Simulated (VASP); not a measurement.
# Ag (Fd-3m) in VASP: relaxation of cell and atoms with PBEsol

Aim: the relaxation of cell and atoms of Ag with PBEsol.

All numbers are computed with VASP 6.6.1; they aren't measurements. Logs are shortened: lines on timing, memory, paths and dates and some standing lists are left out, and cuts for length are marked.

**1. The cell of the first run**

The structure is cubic, space group Fd-3m (No. 227). The conventional cell has a = 6.049 Å, b = 6.049 Å, c = 6.049 Å, α = 90.00°, β = 90.00°, γ = 90.00°. Ag (site symmetry -43m) has 4 Ag at 2.62 Å within 3.5 Å.

**2. Relaxation of cell and atoms, PBEsol**

File INCAR:

```
SYSTEM = Ag
PREC     = Accurate       ! precision mode
ENCUT    = 600            ! plane-wave cutoff, eV
EDIFF    = 1E-6           ! SCF threshold, eV
ISMEAR   = -1             ! smearing method
SIGMA    = 0.1            ! smearing width, eV
LREAL    = .False.        ! projectors in reciprocal space
LASPH    = .True.         ! aspherical terms in the spheres
NELM     = 80             ! most SCF steps
ALGO     = Normal         ! electronic algorithm
ISIF     = 3              ! what is computed and relaxed
LWAVE    = .False.        ! write WAVECAR
LCHARG   = .False.        ! write CHGCAR
GGA      = PS             ! functional
IBRION   = 2              ! ionic algorithm
NSW      = 80             ! ionic steps
EDIFFG   = -0.02          ! ionic threshold
```

File KPOINTS:

```
regular mesh
0
Gamma
  6 6 6
  0 0 0
```

File POSCAR:

```
Ag
1.0
    0.0000000000      3.0245626175      3.0245626175
    3.0245626175      0.0000000000      3.0245626175
    3.0245626175      3.0245626175      0.0000000000
Ag
2
Direct
    0.0000000000      0.0000000000      0.0000000000
    0.2500000000      0.2500000000      0.2500000000
```

Potentials or basis: VASP PAW PBE potentials, release 64 (Ag).

Run with:

```bash
$ cat potpaw_PBE.64/Ag/POTCAR > POTCAR
$ mpirun -np 1 vasp_std > vasp.out
```

OUTCAR:

```text
SYSTEM = Ag
   PREC = Accurate
   ENCUT = 600
   EDIFF = 1E-6
   ISMEAR = -1
   LREAL = .False.
   LASPH = .True.
   NELM = 80
   ISIF = 3
   GGA = PS
   IBRION = 2
   NSW = 80
   EDIFFG = -0.02

 ion  position               nearest neighbor table
   1  0.000  0.000  0.000-   2 2.62   2 2.62   2 2.62   2 2.62
   2  0.250  0.250  0.250-   1 2.62   1 2.62   1 2.62   1 2.62

  LATTYP: Found a face centered cubic cell.
 ALAT       =     6.0491252350

  Lattice vectors:

 A1 = (   0.0000000000,   3.0245626175,   3.0245626175)
 A2 = (   3.0245626175,   0.0000000000,   3.0245626175)
 A3 = (   3.0245626175,   3.0245626175,   0.0000000000)

Analysis of symmetry for initial positions (statically):
=====================================================================
 Subroutine PRICEL returns:
 Original cell was already a primitive cell.

 Routine SETGRP: Setting up the symmetry group for a
 face centered cubic supercell.

 Subroutine GETGRP returns: Found 48 space group operations
 (whereof 24 operations were pure point group operations)
 out of a pool of 48 trial point group operations.

The static configuration has the point symmetry T_d .
 The point group associated with its full space group is O_h .

Analysis of symmetry for dynamics (positions and initial velocities):
=====================================================================
 Subroutine PRICEL returns:
 Original cell was already a primitive cell.

 Routine SETGRP: Setting up the symmetry group for a
 face centered cubic supercell.

 Subroutine GETGRP returns: Found 48 space group operations
 (whereof 24 operations were pure point group operations)
 out of a pool of 48 trial point group operations.

The dynamic configuration has the point symmetry T_d .
 The point group associated with its full space group is O_h .

 Subroutine INISYM returns: Found 48 space group operations
 (whereof 24 operations are pure point group operations),
 and found     1 'primitive' translations

----------------------------------------------------------------------------------------

                                     Primitive cell

[... 144 lines left out ...]
  energy-cutoff  :      600.00
  volume of cell :       55.34
      direct lattice vectors                 reciprocal lattice vectors
     0.000000000  3.024562617  3.024562617    -0.165313159  0.165313159  0.165313159
     3.024562617  0.000000000  3.024562617     0.165313159 -0.165313159  0.165313159
     3.024562617  3.024562617  0.000000000     0.165313159  0.165313159 -0.165313159

 POSITION                                       TOTAL-FORCE (eV/Angst)
 -----------------------------------------------------------------------------------
      0.00000      0.00000      0.00000         0.000000      0.000000      0.000000
      1.51228      1.51228      1.51228        -0.000000     -0.000000     -0.000000
 -----------------------------------------------------------------------------------
    total drift:                                0.000000      0.000000      0.000000

  FREE ENERGIE OF THE ION-ELECTRON SYSTEM (eV)
  ---------------------------------------------------
  free  energy   TOTEN  =        -4.6484671156 eV

  energy  without entropy=       -4.6209450350  energy(sigma->0) =       -4.63470608

--------------------------------------- Ionic step        2  -------------------------------------------

 number of electron      22.0000003 magnetization

 Free energy of the ion-electron system (eV)
  ---------------------------------------------------
  ext. energy  EPLUGINS =         0.00000000
  ---------------------------------------------------
  free energy    TOTEN  =        -4.64854135 eV

  energy without entropy =       -4.62097070  energy(sigma->0) =       -4.63475602

 E-fermi :   3.2504     XC(G=0):  -9.4737

 val. band max:        2.7333592077   @ k =  -0.3333   0.3333   0.1667
 cond. band min:       3.2509883695   @ k =   0.5000   0.5000   0.0000
 fundamental gap:      0.5176291618
 Fermi energy:         3.2504193689

 k-point     1 :       0.0000    0.0000    0.0000
  band No.  band energies     occupation
      1      -1.9526      2.00000
      2      -1.5817      2.00000
      3      -1.5817      2.00000
      4      -1.5773      2.00000
      5      -1.5773      2.00000
      6      -1.5773      2.00000
      7      -0.1498      2.00000
      8      -0.1498      2.00000
      9      -0.1498      2.00000
     10       0.5186      2.00000
     11       0.5186      2.00000
     12      12.1165      0.00000
     13      12.1165      0.00000
     14      12.1165      0.00000
[... 257 lines left out ...]
      2      -1.8959      2.00000
      3      -1.3548      2.00000
      4      -1.3548      2.00000
      5      -0.7028      2.00000
      6      -0.7028      2.00000
      7      -0.5103      2.00000
      8      -0.5103      2.00000
      9       0.6925      2.00000
     10       0.6925      2.00000
     11       3.4962      0.15778
     12       3.4962      0.15778
     13       5.6907      0.00000
     14       5.6907      0.00000
     15      12.3648      0.00000

------------------------ aborting loop because EDIFF is reached ----------------------------------------

  FORCE on cell =-STRESS in cart. coord.  units (eV):
  Direction    XX          YY          ZZ          XY          YZ          ZX
  --------------------------------------------------------------------------------------
  -------------------------------------------------------------------------------------
  Total        0.0117127      0.0117127      0.0117127      0.0000000      0.0000000     -0.0000000
  in kB        0.3402394      0.3402394      0.3402394      0.0000000      0.0000000     -0.0000000
  external PRESSURE =       0.3402394 kB  Pullay stress =       0.0000000 kB

 VOLUME and BASIS-vectors are now :
 -----------------------------------------------------------------------------
  energy-cutoff  :      600.00
  volume of cell :       55.15
      direct lattice vectors                 reciprocal lattice vectors
     0.000000000  3.021230423  3.021230423    -0.165495487  0.165495487  0.165495487
     3.021230423 -0.000000000  3.021230423     0.165495487 -0.165495487  0.165495487
     3.021230423  3.021230423  0.000000000     0.165495487  0.165495487 -0.165495487

 POSITION                                       TOTAL-FORCE (eV/Angst)
 -----------------------------------------------------------------------------------
      0.00000      0.00000      0.00000        -0.000000      0.000000     -0.000000
      1.51062      1.51062      1.51062         0.000000     -0.000000      0.000000
 -----------------------------------------------------------------------------------
    total drift:                                0.000000      0.000000      0.000000

  FREE ENERGIE OF THE ION-ELECTRON SYSTEM (eV)
  ---------------------------------------------------
  free  energy   TOTEN  =        -4.6485413476 eV

  energy  without entropy=       -4.6209707009  energy(sigma->0) =       -4.63475602

 reached required accuracy - stopping structural energy minimisation
```

CONTCAR:

```text
Ag
   1.00000000000000
     0.0000000000000000    3.0212304234947958    3.0212304234947958
     3.0212304234947958   -0.0000000000000000    3.0212304234947958
     3.0212304234947958    3.0212304234947958    0.0000000000000000
  Ag
     2
Direct
     0.0000000000000000    0.0000000000000000    0.0000000000000000
     0.2500000000000000    0.2500000000000000    0.2500000000000000

  0.00000000E+00  0.00000000E+00  0.00000000E+00
  0.00000000E+00  0.00000000E+00  0.00000000E+00
```

Run time: 20 s. Hardware: 1 thread of Intel Xeon Platinum 8259CL at 2.50GHz (Skylake/Cascade Lake), shared host; peak memory 0.21 GiB.

What came out:

- Free energy: -4.6485 eV
- Relaxed volume: 27.58 Å³/atom
- Relaxed cell: a = 4.273 Å, b = 4.273 Å, c = 4.273 Å, α = 60.00°, β = 60.00°, γ = 60.00°
- Space group after relaxing (to 0.05 Å): Fd-3m (No. 227)
- Energy gained by relaxing: 0.0 meV/atom
- Ionic steps: 2
- Pressure after relaxing: 0.0 GPa
- Band gap on the k mesh: zero (band 11 reaches 3.50 eV, above the bottom of band 12 at 2.32 eV)

Final structure:
```
Ag
1.0
     0.00000    3.02123    3.02123
     3.02123    0.00000    3.02123
     3.02123    3.02123    0.00000
Ag
2
Direct
  0.00000 0.00000 0.00000
  0.25000 0.25000 0.25000
```

Caveat: the PAW data sets were made with another functional, which shifts forces and pressure a little.
